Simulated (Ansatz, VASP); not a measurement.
**Two plane-wave programs on MgO**

```
CELL_PARAMETERS angstrom
0.00000 2.10607 2.10607
2.10607 0.00000 2.10607
2.10607 2.10607 0.00000
ATOMIC_POSITIONS crystal
Mg 0.00000 0.00000 0.00000
O 0.50000 0.50000 0.50000
```

Alike in both runs: task single point; functional PBE; k mesh 8 × 8 × 8; occupations fermi-dirac, width 0.05 eV; no spin polarisation.

```csv
,VASP,Ansatz
version,VASP 6.6.1,Ansatz 0.2.0
potentials or method,"VASP PAW PBE potentials, release 64 (Mg, O), cutoff 600 eV","PAW, plane waves, scalar-relativistic"
valence electrons in the cell,8,16
```

Ansatz gave:

```
gap on the k mesh at the Fermi level (eV) : 4.74
pressure (GPa)                            : 4.7
```

**Question.** Which values does VASP return?

**Answer.** gap on the k mesh at the Fermi level (eV): 4.73; pressure (GPa): 3.7.

The functional is the same, so the differences come from potentials, cutoffs and numerics. VASP's potentials hold 8 valence electrons a cell and Ansatz's 16, so a difference there can come from the potentials and not from the codes.
